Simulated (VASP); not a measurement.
Wanted: the native input for a VASP 6.6.1 run.

```yaml
Task: single point
Functional: PBEsol
Potentials_or_basis: VASP PAW PBE potentials, release 64 (Se)
Cutoff: 520 eV
k_mesh: 7 × 7 × 6
Occupations: fermi-dirac, width 0.05 eV
Spin: no spin polarisation
Dipole_correction: no
Further_INCAR_settings: ALGO = Normal; EDIFF = 1e-06; NBANDS = 16
```

The structure of Se lies in POSCAR:

```
Se
1.0
    4.3662000000      0.0000000000      0.0000000000
   -2.1831000000      3.7812401180      0.0000000000
    0.0000000000      0.0000000000      4.9536000000
Se
3
Direct
    0.7746000000      0.7746000000      0.0000000000
    0.0000000000      0.2254000000      0.6666666667
    0.2254000000      0.0000000000      0.3333333333
```

These files were run (other wordings do the same):

INCAR

```
PREC     = Accurate       # precision mode
ENCUT    = 520            # plane-wave cutoff, eV
EDIFF    = 1E-6           # SCF threshold, eV
ISMEAR   = -1             # smearing method
SIGMA    = 0.05           # smearing width, eV
LREAL    = F              # projectors in reciprocal space
LASPH    = T              # aspherical terms in the spheres
NELM     = 100            # most SCF steps
ALGO     = Normal         # electronic algorithm
ISIF     = 2              # what is computed and relaxed
LWAVE    = F              # write WAVECAR
LCHARG   = F              # write CHGCAR
GGA      = PS             # functional
NBANDS   = 16             # bands
```

KPOINTS

```
Automatic mesh
0
Gamma
  7 7 6
```

Potentials or basis: VASP PAW PBE potentials, release 64 (Se).

The run is started by

```console
$ cat potpaw_PBE.64/Se/POTCAR > POTCAR
$ mpirun -np 1 vasp_std > vasp.out
```

Results of the run:

```json
{"Pressure": "0.4 GPa", "Largest force": "0.333 eV/Å", "Band gap on the k mesh": "1.14 eV, indirect (least direct gap 1.43 eV)"}
```

Caveat: the PAW data sets were made with another functional, which shifts forces and pressure a little.

Run time: 25 s on 1 thread of Intel(R) Xeon(R) Platinum 8488C (Sapphire Rapids) (shared host), peak memory 0.2 GiB.
